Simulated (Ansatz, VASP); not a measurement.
**As in VASP and in Ansatz**

```xyz
2
Lattice="3.4843 0.0000 0.0000 -1.7421 3.0175 0.0000 0.0000 0.0000 23.2400" Properties=species:S:1:pos:R:3 pbc="T T T"
As    0.0000    2.0117   14.1505
As    1.7421    1.0058   15.5586
```

Alike in both runs: task single point; functional PBEsol; dispersion D3(BJ); k mesh 12 × 12 × 1; occupations gaussian, width 0.04 eV; no spin polarisation.

|  | VASP | Ansatz |
| --- | --- | --- |
| version | VASP 6.6.1 | Ansatz 0.2.0 |
| potentials or method | VASP PAW PBE potentials, release 64 (As), cutoff 400 eV | scalar-relativistic, plane waves, PAW |
| valence electrons in the cell | 10 | 30 |

Ansatz gave:

| Item | Value |
| --- | --- |
| gap on the k mesh at the Fermi level (eV) | 1.27 |
| least direct gap on the mesh (eV) | 2.24 |
| rms of the force components (eV/Å) | 0.022 |

Task: Which values does VASP return?

Result: gap on the k mesh at the Fermi level (eV): 1.28; least direct gap on the mesh (eV): 2.23; rms of the force components (eV/Å): 0.050.

VASP's potentials were made for PBE, not for PBEsol, and Ansatz warns of the same on its side. Atom by atom the forces differ by 0.072 eV/Å (rms over components). VASP's potentials hold 10 valence electrons a cell and Ansatz's 30, so a difference there can come from the potentials and not from the codes.
